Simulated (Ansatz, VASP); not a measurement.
**CsPtS: VASP beside Ansatz**

The input INCAR:

```
SYSTEM = CsPtS
  PREC = Accurate
  ENCUT = 600
  EDIFF = 1E-6
  ISMEAR = 0
  SIGMA = 0.1
  LREAL = .False.
  LASPH = .True.
  NELM = 80
  ALGO = Normal
  ISIF = 3
  LWAVE = .False.
  LCHARG = .False.
  GGA = PE
  IBRION = 2
  NSW = 100
  EDIFFG = -0.01
```

KPOINTS

```
Automatic mesh
0
Gamma
  12 12 8
  0 0 0
```

The input POSCAR:

```
CsPtS
1.0
    4.0801656384      0.0000000000      0.0000000000
   -2.0400828192      3.5335270945      0.0000000000
    0.0000000000      0.0000000000      5.7163331511
Cs Pt S
1 1 1
Direct
    0.0000000000      0.0000000000      0.0000000000
    0.6666666667      0.3333333333      0.5000000000
    0.3333333333      0.6666666667      0.5000000000
```

Input for Ansatz:

```yaml
crystal:
  lattice:
    - [4.0801656384, 0.0, 0.0]
    - [-2.0400828192, 3.5335270945, 0.0]
    - [0.0, 0.0, 5.7163331511]
  atoms:
    - { symbol: Cs, position: [0.0, 0.0, 0.0] }
    - { symbol: Pt, position: [0.6666666667, 0.3333333333, 0.5] }
    - { symbol: S, position: [0.3333333333, 0.6666666667, 0.5] }
basis:
  ecutwfc: 420
kpoints:
  mp_grid: { grid: [12, 12, 8] }
hamiltonian:
  xc: pbe
scf:
  occupations: { method: gaussian, width: 0.1 }
output:
  forces: true
  stress: true
  eigenvalues: true
relax:
  adjacent_minimum: "off"
  f_tol: 0.01
  max_steps: 80
  cell: { stress_tol: 0.05 }
```

Change from the starting cell: species swapped into the BaSbPt type (P-6m2, No. 187).

Alike in both runs: task relaxation of cell and atoms; functional PBE; k mesh 12 × 12 × 8; occupations gaussian, width 0.1 eV; no spin polarisation.

|  | VASP | Ansatz |
| --- | --- | --- |
| version | VASP 6.6.1 | Ansatz 0.2.0 |
| potentials or method | VASP PAW PBE potentials, release 64 (Cs_sv, Pt, S), cutoff 600 eV | scalar-relativistic, plane waves, PAW |
| valence electrons in the cell | 25 | 33 |

Ansatz gave:

| Quantity | Value |
| --- | --- |
| gap on the k mesh at the Fermi level, each at its own relaxed structure (eV) | none |
| relaxed volume (Å³/atom) | 27.50 |
| relaxed cell length with the largest relative difference (Å) | 5.718 |

Estimate VASP's values.

gap on the k mesh at the Fermi level, each at its own relaxed structure (eV): none; relaxed volume (Å³/atom): 27.55; relaxed cell length with the largest relative difference (Å): 5.722.

A gap of «none» marks a metal or a gap that the smearing closes. VASP's potentials hold 25 valence electrons a cell and Ansatz's 33, so a difference there can come from the potentials and not from the codes.

Spin-orbit coupling is off throughout.
